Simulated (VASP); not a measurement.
# Cu32O15 (a cell with a defect) in VASP: electric field gradients with PBE

Aim: the electric field gradients of Cu32O15 (a cell with a defect) with PBE.

Everything below comes from runs of VASP 6.6.1. Logs are shortened: lines on timing, memory, paths and dates and some standing lists are left out, and cuts for length are marked.

### 1 The cell of the first run

The cell holds a defect, 47 atoms: a = 8.520 Å, b = 8.520 Å, c = 8.520 Å, α = 90.00°, β = 90.00°, γ = 90.00°.

### 2 Electric field gradients, PBE (atoms taken out)

INCAR

```
PREC = Accurate
ENCUT = 520
EDIFF = 1E-8
ISMEAR = -1
SIGMA = 0.01
LREAL = False
LASPH = True
NELM = 120
ALGO = Normal
ISIF = 2
LWAVE = False
LCHARG = False
GGA = PE
LEFG = True
NELECT = 440.0
NBANDS = 250
GGA_COMPAT = False
KPAR = 2
NCORE = 2
```

KPOINTS

```
Automatic mesh
0
Gamma
  2 2 2
```

POSCAR

```
Cu32O15
1.0
    8.5200000000      0.0000000000      0.0000000000
    0.0000000000      8.5200000000      0.0000000000
    0.0000000000      0.0000000000      8.5200000000
Cu O
32 15
Direct
    0.1250000000      0.1250000000      0.1250000000
    0.1250000000      0.1250000000      0.6250000000
    0.1250000000      0.6250000000      0.1250000000
    0.1250000000      0.6250000000      0.6250000000
    0.6250000000      0.1250000000      0.1250000000
    0.6250000000      0.1250000000      0.6250000000
    0.6250000000      0.6250000000      0.1250000000
    0.6250000000      0.6250000000      0.6250000000
    0.1250000000      0.3750000000      0.3750000000
    0.1250000000      0.3750000000      0.8750000000
    0.1250000000      0.8750000000      0.3750000000
    0.1250000000      0.8750000000      0.8750000000
    0.6250000000      0.3750000000      0.3750000000
    0.6250000000      0.3750000000      0.8750000000
    0.6250000000      0.8750000000      0.3750000000
    0.6250000000      0.8750000000      0.8750000000
    0.3750000000      0.3750000000      0.1250000000
    0.3750000000      0.3750000000      0.6250000000
    0.3750000000      0.8750000000      0.1250000000
    0.3750000000      0.8750000000      0.6250000000
    0.8750000000      0.3750000000      0.1250000000
    0.8750000000      0.3750000000      0.6250000000
    0.8750000000      0.8750000000      0.1250000000
    0.8750000000      0.8750000000      0.6250000000
    0.3750000000      0.1250000000      0.3750000000
    0.3750000000      0.1250000000      0.8750000000
    0.3750000000      0.6250000000      0.3750000000
    0.3750000000      0.6250000000      0.8750000000
    0.8750000000      0.1250000000      0.3750000000
    0.8750000000      0.1250000000      0.8750000000
    0.8750000000      0.6250000000      0.3750000000
    0.8750000000      0.6250000000      0.8750000000
    0.0000000000      0.0000000000      0.5000000000
    0.0000000000      0.5000000000      0.0000000000
    0.0000000000      0.5000000000      0.5000000000
    0.5000000000      0.0000000000      0.0000000000
    0.5000000000      0.0000000000      0.5000000000
    0.5000000000      0.5000000000      0.0000000000
    0.5000000000      0.5000000000      0.5000000000
    0.2500000000      0.2500000000      0.2500000000
    0.2500000000      0.2500000000      0.7500000000
    0.2500000000      0.7500000000      0.2500000000
    0.2500000000      0.7500000000      0.7500000000
    0.7500000000      0.2500000000      0.2500000000
    0.7500000000      0.2500000000      0.7500000000
    0.7500000000      0.7500000000      0.2500000000
    0.7500000000      0.7500000000      0.7500000000
```

Potentials or basis: VASP PAW PBE potentials, release 64 (Cu, O).

Command:

```bash
$ cat potpaw_PBE.64/Cu/POTCAR potpaw_PBE.64/O/POTCAR > POTCAR
$ mpirun -np 4 vasp_std > vasp.out
```

OUTCAR:

```text
PREC = Accurate
   ENCUT = 520
   EDIFF = 1E-8
   ISMEAR = -1
   LREAL = False
   LASPH = True
   NELM = 120
   ISIF = 2
   GGA = PE
   NELECT = 440.0

 ion  position               nearest neighbor table
   1  0.125  0.125  0.125-  40 1.84
   2  0.125  0.125  0.625-  33 1.84  41 1.84
   3  0.125  0.625  0.125-  34 1.84  42 1.84
   4  0.125  0.625  0.625-  35 1.84  43 1.84
   5  0.625  0.125  0.125-  36 1.84  44 1.84
   6  0.625  0.125  0.625-  37 1.84  45 1.84
   7  0.625  0.625  0.125-  38 1.84  46 1.84
   8  0.625  0.625  0.625-  39 1.84  47 1.84
   9  0.125  0.375  0.375-  35 1.84  40 1.84
  10  0.125  0.375  0.875-  34 1.84  41 1.84
  11  0.125  0.875  0.375-  33 1.84  42 1.84
  12  0.125  0.875  0.875-  43 1.84
  13  0.625  0.375  0.375-  39 1.84  44 1.84
  14  0.625  0.375  0.875-  38 1.84  45 1.84
  15  0.625  0.875  0.375-  37 1.84  46 1.84
  16  0.625  0.875  0.875-  36 1.84  47 1.84
  17  0.375  0.375  0.125-  38 1.84  40 1.84
[... 16 lines left out ...]
  34  0.000  0.500  0.000-   3 1.84  10 1.84  21 1.84  32 1.84
  35  0.000  0.500  0.500-   4 1.84   9 1.84  22 1.84  31 1.84
  36  0.500  0.000  0.000-   5 1.84  16 1.84  19 1.84  26 1.84
  37  0.500  0.000  0.500-   6 1.84  15 1.84  20 1.84  25 1.84
  38  0.500  0.500  0.000-   7 1.84  14 1.84  17 1.84  28 1.84
  39  0.500  0.500  0.500-   8 1.84  13 1.84  18 1.84  27 1.84
  40  0.250  0.250  0.250-   1 1.84   9 1.84  17 1.84  25 1.84
  41  0.250  0.250  0.750-   2 1.84  10 1.84  18 1.84  26 1.84
  42  0.250  0.750  0.250-   3 1.84  11 1.84  19 1.84  27 1.84
  43  0.250  0.750  0.750-   4 1.84  12 1.84  20 1.84  28 1.84
  44  0.750  0.250  0.250-   5 1.84  13 1.84  21 1.84  29 1.84
  45  0.750  0.250  0.750-   6 1.84  14 1.84  22 1.84  30 1.84
  46  0.750  0.750  0.250-   7 1.84  15 1.84  23 1.84  31 1.84
  47  0.750  0.750  0.750-   8 1.84  16 1.84  24 1.84  32 1.84

  LATTYP: Found a simple cubic cell.
 ALAT       =     8.5200000000

  Lattice vectors:

 A1 = (   8.5200000000,   0.0000000000,   0.0000000000)
 A2 = (   0.0000000000,   8.5200000000,   0.0000000000)
 A3 = (   0.0000000000,   0.0000000000,   8.5200000000)

Analysis of symmetry for initial positions (statically):
=====================================================================
[... 1190 lines left out ...]

  FORCE on cell =-STRESS in cart. coord.  units (eV):
  Direction    XX          YY          ZZ          XY          YZ          ZX
  --------------------------------------------------------------------------------------
  -------------------------------------------------------------------------------------
  Total      -10.9402632    -10.9402632    -10.9402632      0.0000000      0.0000000      0.0000000
  in kB      -28.3412869    -28.3412869    -28.3412869      0.0000000      0.0000000      0.0000000
  external PRESSURE =     -28.3412869 kB  Pullay stress =       0.0000000 kB

 VOLUME and BASIS-vectors are now :
 -----------------------------------------------------------------------------
  energy-cutoff  :      520.00
  volume of cell :      618.47
      direct lattice vectors                 reciprocal lattice vectors
     8.520000000  0.000000000  0.000000000     0.117370892  0.000000000  0.000000000
     0.000000000  8.520000000  0.000000000     0.000000000  0.117370892  0.000000000
     0.000000000  0.000000000  8.520000000     0.000000000  0.000000000  0.117370892

 POSITION                                       TOTAL-FORCE (eV/Angst)
 -----------------------------------------------------------------------------------
      1.06500      1.06500      1.06500        -1.236616     -1.236616     -1.236616
      1.06500      1.06500      5.32500        -0.075337     -0.075337      0.151583
      1.06500      5.32500      1.06500        -0.075337      0.151583     -0.075337
      1.06500      5.32500      5.32500         0.031170      0.015285      0.015285
      5.32500      1.06500      1.06500         0.151583     -0.075337     -0.075337
      5.32500      1.06500      5.32500         0.015285      0.031170      0.015285
[... 39 lines left out ...]
      6.39000      6.39000      2.13000        -0.281408     -0.281408      0.281408
      6.39000      6.39000      6.39000        -0.078831     -0.078831     -0.078831
 -----------------------------------------------------------------------------------
    total drift:                                0.000000     -0.000000      0.000000

  FREE ENERGIE OF THE ION-ELECTRON SYSTEM (eV)
  ---------------------------------------------------
  free  energy   TOTEN  =      -218.5711404973 eV

  energy  without entropy=     -218.5604789726  energy(sigma->0) =     -218.56580973

 Electric field gradients (V/A^2)
---------------------------------------------------------------------
 ion       V_xx      V_yy      V_zz      V_xy      V_xz      V_yz
---------------------------------------------------------------------
   1      -0.000    -0.000    -0.000   -23.024   -23.024   -23.024
   2      -0.408    -0.408     0.816   -27.200   -28.006   -28.006
   3      -0.408     0.816    -0.408   -28.006   -27.200   -28.006
   4       0.387    -0.193    -0.193   -28.851   -28.851   -28.069
   5       0.816    -0.408    -0.408   -28.006   -28.006   -27.200
   6      -0.193     0.387    -0.193   -28.851   -28.069   -28.851
[... 39 lines left out ...]
  46       0.000     0.000    -0.000    -2.561     2.561     2.561
  47       0.000     0.000    -0.000    -0.301    -0.301    -0.301
---------------------------------------------------------------------

 Electric field gradients after diagonalization (V/A^2)
 (convention: |V_zz| > |V_xx| > |V_yy|)
----------------------------------------------------------------------
 ion       V_xx      V_yy      V_zz     asymmetry (V_yy - V_xx)/ V_zz
----------------------------------------------------------------------
   1      23.024    23.024   -46.047       0.000
   2      28.683    26.792   -55.474       0.034
   3      28.683    26.792   -55.474       0.034
   4      29.305    27.876   -57.181       0.025
   5      28.683    26.792   -55.474       0.034
   6      29.305    27.876   -57.181       0.025
[... 39 lines left out ...]
  46       2.561     2.561    -5.122       0.000
  47       0.301     0.301    -0.602       0.000
----------------------------------------------------------------------

           NMR quadrupolar parameters

 Cq : quadrupolar parameter    Cq=e*Q*V_zz/h
 eta: asymmetry parameters     (V_yy - V_xx)/ V_zz
 Q  : nuclear electric quadrupole moment in mb (millibarn)
----------------------------------------------------------------------
 ion       Cq(MHz)       eta       Q (mb)
----------------------------------------------------------------------
   1      -0.111       0.000       1.000
   2      -0.134       0.034       1.000
   3      -0.134       0.034       1.000
   4      -0.138       0.025       1.000
   5      -0.134       0.034       1.000
   6      -0.138       0.025       1.000
[... 39 lines left out ...]
  46      -0.012       0.000       1.000
  47      -0.001       0.000       1.000
----------------------------------------------------------------------
```

Run time: 11 min. Hardware: 4 MPI ranks of AMD EPYC 7R43 (Zen 3), shared host; peak memory 0.48 GiB.

What came out:

```yaml
Free_energy: -218.5711 eV
Largest_force: 2.142 eV/Å
Largest_electric_field_gradient_by_atom: Cu -46.0, -55.5, -57.2 (each value once); O +0.8, +1.9, -0.0, -5.1, -0.6 (each value once) V/Å²
```

Forces in eV/Å, atoms in the order of the input:
```
Cu  -1.237 -1.237 -1.237
Cu  -0.075 -0.075  0.152
Cu  -0.075  0.152 -0.075
Cu   0.031  0.015  0.015
Cu   0.152 -0.075 -0.075
Cu   0.015  0.031  0.015
Cu   0.015  0.015  0.031
Cu   0.020  0.020  0.020
Cu   0.031 -0.015 -0.015
Cu  -0.075 -0.152  0.075
Cu  -0.075  0.075 -0.152
Cu  -1.237  1.237  1.237
Cu   0.020 -0.020 -0.020
Cu   0.015 -0.015 -0.031
Cu   0.015 -0.031 -0.015
Cu   0.152  0.075  0.075
Cu  -0.015 -0.015  0.031
Cu  -0.020 -0.020  0.020
Cu  -0.152  0.075 -0.075
Cu  -0.015 -0.031  0.015
Cu   0.075 -0.152 -0.075
Cu  -0.031 -0.015  0.015
Cu   1.237  1.237 -1.237
Cu   0.075  0.075  0.152
Cu  -0.015  0.031 -0.015
Cu  -0.152 -0.075  0.075
Cu  -0.020  0.020 -0.020
Cu  -0.015  0.015 -0.031
Cu   0.075 -0.075 -0.152
Cu   1.237 -1.237  1.237
Cu  -0.031  0.015 -0.015
Cu   0.075  0.152  0.075
O    0.000  0.000  0.000
O    0.000  0.000  0.000
O    0.000  0.000  0.000
O    0.000  0.000  0.000
O    0.000  0.000  0.000
O    0.000  0.000  0.000
O    0.000  0.000  0.000
O    0.281  0.281  0.281
O    0.079  0.079 -0.079
O    0.079 -0.079  0.079
O    0.281 -0.281 -0.281
O   -0.079  0.079  0.079
O   -0.281  0.281 -0.281
O   -0.281 -0.281  0.281
O   -0.079 -0.079 -0.079
```

Electric field gradients, principal values (V/Å²):
| atom | least | middle | greatest (by size) |
| --- | --- | --- | --- |
| 1 Cu | 23.024 | 23.024 | -46.047 |
| 2 Cu | 26.792 | 28.683 | -55.474 |
| 3 Cu | 26.792 | 28.683 | -55.474 |
| 4 Cu | 27.876 | 29.305 | -57.181 |
| 5 Cu | 26.792 | 28.683 | -55.474 |
| 6 Cu | 27.876 | 29.305 | -57.181 |
| 7 Cu | 27.876 | 29.305 | -57.181 |
| 8 Cu | 28.602 | 28.602 | -57.205 |
| 9 Cu | 27.876 | 29.305 | -57.181 |
| 10 Cu | 26.792 | 28.683 | -55.474 |
| 11 Cu | 26.792 | 28.683 | -55.474 |
| 12 Cu | 23.024 | 23.024 | -46.047 |
| 13 Cu | 28.602 | 28.602 | -57.205 |
| 14 Cu | 27.876 | 29.305 | -57.181 |
| 15 Cu | 27.876 | 29.305 | -57.181 |
| 16 Cu | 26.792 | 28.683 | -55.474 |
| 17 Cu | 27.876 | 29.305 | -57.181 |
| 18 Cu | 28.602 | 28.602 | -57.205 |
| 19 Cu | 26.792 | 28.683 | -55.474 |
| 20 Cu | 27.876 | 29.305 | -57.181 |
| 21 Cu | 26.792 | 28.683 | -55.474 |
| 22 Cu | 27.876 | 29.305 | -57.181 |
| 23 Cu | 23.024 | 23.024 | -46.047 |
| 24 Cu | 26.792 | 28.683 | -55.474 |
| 25 Cu | 27.876 | 29.305 | -57.181 |
| 26 Cu | 26.792 | 28.683 | -55.474 |
| 27 Cu | 28.602 | 28.602 | -57.205 |
| 28 Cu | 27.876 | 29.305 | -57.181 |
| 29 Cu | 26.792 | 28.683 | -55.474 |
| 30 Cu | 23.024 | 23.024 | -46.047 |
| 31 Cu | 27.876 | 29.305 | -57.181 |
| 32 Cu | 26.792 | 28.683 | -55.474 |
| 33 O | -0.424 | -0.424 | 0.849 |
| 34 O | -0.424 | -0.424 | 0.849 |
| 35 O | -0.930 | -0.930 | 1.860 |
| 36 O | -0.424 | -0.424 | 0.849 |
| 37 O | -0.930 | -0.930 | 1.860 |
| 38 O | -0.930 | -0.930 | 1.860 |
| 39 O | 0.000 | 0.000 | 0.000 |
| 40 O | 2.561 | 2.561 | -5.122 |
| 41 O | 0.301 | 0.301 | -0.602 |
| 42 O | 0.301 | 0.301 | -0.602 |
| 43 O | 2.561 | 2.561 | -5.122 |
| 44 O | 0.301 | 0.301 | -0.602 |
| 45 O | 2.561 | 2.561 | -5.122 |
| 46 O | 2.561 | 2.561 | -5.122 |
| 47 O | 0.301 | 0.301 | -0.602 |

Caveat: the k points lie up to 0.37 Å⁻¹ apart; the cell carries a net charge on a neutralising background, which shifts energy and pressure; the cell differs from its parent crystal (atoms taken out); the cell is charged against a uniform background, so pressure and absolute levels hang on convention; without QUAD_EFG the Cq values of the log hold for a quadrupole moment of 1 mb, not for the nuclei.
